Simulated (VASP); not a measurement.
Runs of VASP 6.6.1 on CdF2. The structure is that of space group I4/mmm (No. 139), or close to it. The cells are those of the table. 

```tsv
cell	gap on the mesh (eV)	pressure (GPa)
a = 3.746, b = 3.476, c = 3.476 Å, angles 65.2, 57.4, 57.4°, 3 atoms	2.83	32.9
a = 3.746, b = 4.037, c = 4.037 Å, angles 55.3, 62.4, 62.4°, 3 atoms	2.08	-12.2
a = 3.746, b = 3.999, c = 3.999 Å, angles 55.9, 62.1, 62.1°, 3 atoms	2.21	-11.1
a = 3.746, b = 3.542, c = 3.542 Å, angles 63.9, 58.1, 58.1°, 3 atoms	(a)	(b)
a = 3.746, b = 3.608, c = 3.608 Å, angles 62.5, 58.7, 58.7°, 3 atoms	3.09	(c)
```

Alike in all rows: task single point; level LDA; potentials or basis VASP PAW LDA potentials, release 64 (Cd, F); no spin polarisation; k mesh 8 × 8 × 8; cutoff (eV) 520; smearing gaussian 0.05 eV.

Task: Estimate the missing entries.

Result: (a) 3.01; (b) 22.2; (c) 13.7.

Caveats: the stress differs along the axes, from 25 to 49 GPa (at least some runs); the stress differs along the axes, from -22 to -7 GPa (at least some runs); the stress differs along the axes, from -20 to -7 GPa (at least some runs); the stress differs along the axes, from 17 to 33 GPa (at least some runs); the stress differs along the axes, from 10 to 20 GPa (at least some runs).

A k mesh can miss the band edges, and the runs leave out spin-orbit coupling on Cd.
